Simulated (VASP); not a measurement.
Runs of VASP 6.6.1 on ErBe3Pd. The structure is that of space group Pm-3m (No. 221), or close to it. The cells are those of the table. The cell was built from a structure type or drawn by symmetry, and may not be a known phase.

| task | spin | cell | k mesh | gap on the mesh (eV) | pressure (GPa) | relaxed volume (Å³/atom) |
| --- | --- | --- | --- | --- | --- | --- |
| single point | off | a = 4.247 Å, 5 atoms | 6 × 6 × 6 | none | 0.3 | - |
| single point | collinear | a = 4.247 Å, 5 atoms | 4 × 4 × 4 | none | 0.3 | - |
| relaxation of cell and atoms | off | relaxed from a = 3.527 Å, 5 atoms | 6 × 6 × 6 | none | -0.1 | 15.37 |
| relaxation of cell and atoms | off | relaxed from a = 4.247 Å, 5 atoms | 10 × 10 × 10 | none | -0.1 | 15.38 |
| single point | off | a = 3.527 Å, 5 atoms | 6 × 6 × 6 | none | (a) | - |
| single point | off | a = 4.249 Å, 5 atoms | 10 × 10 × 10 | none | 0.2 | - |

Alike in all rows: level PBE; potentials or basis VASP PAW PBE potentials, release 64 (Er_3, Be, Pd), 4f in core; cutoff (eV) 600; smearing gaussian 0.1 eV.

**Question.** Estimate the missing entries.

**Answer.** (a) 156.8.

Caveats: some runs use coarse meshes; spin-orbit coupling is left out, which moves the levels of the heavy elements; the 4f electrons are frozen in the core, so they carry no moment and show no levels; the magnetic or orbital state may not be the lowest (at least some runs); the electronic state changed during the relaxation (at least some runs); the volume moved by over 15 % at a fixed basis, so the end points are rough (at least some runs); the cell stands under pressure (at least some runs).

A k mesh can miss the band edges, and the runs leave out spin-orbit coupling on Er, Pd.

A gap of «none» marks levels without a gap at the run's occupations.
